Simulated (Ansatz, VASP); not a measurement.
**Two plane-wave programs on Sn**

```xyz
2
Lattice="0.0404 3.2333 3.2333 3.2333 0.0404 3.2333 3.2738 3.2738 0.0000" Properties=species:S:1:pos:R:3 pbc="T T T"
Sn    0.0000    0.0000    0.0000
Sn    1.6369    1.6369    1.6167
```

Alike in both runs: task single point; functional PBE; k mesh 9 × 9 × 9; occupations fermi-dirac, width 0.1 eV; no spin polarisation.

|  | VASP | Ansatz |
| --- | --- | --- |
| version | VASP 6.6.1 | Ansatz 0.2.0 |
| potentials or method | VASP PAW PBE potentials, release 64 (Sn_d), cutoff 520 eV | plane waves, PAW |
| valence electrons in the cell | 28 | 28 |

|  | VASP | Ansatz | Ansatz less VASP |
| --- | --- | --- | --- |
| pressure (GPa) | 3.8 | 3.9 | +0.04 |
| traceless stress, the component that is largest in VASP (GPa) | -1.38 | -1.38 | -0.001 |
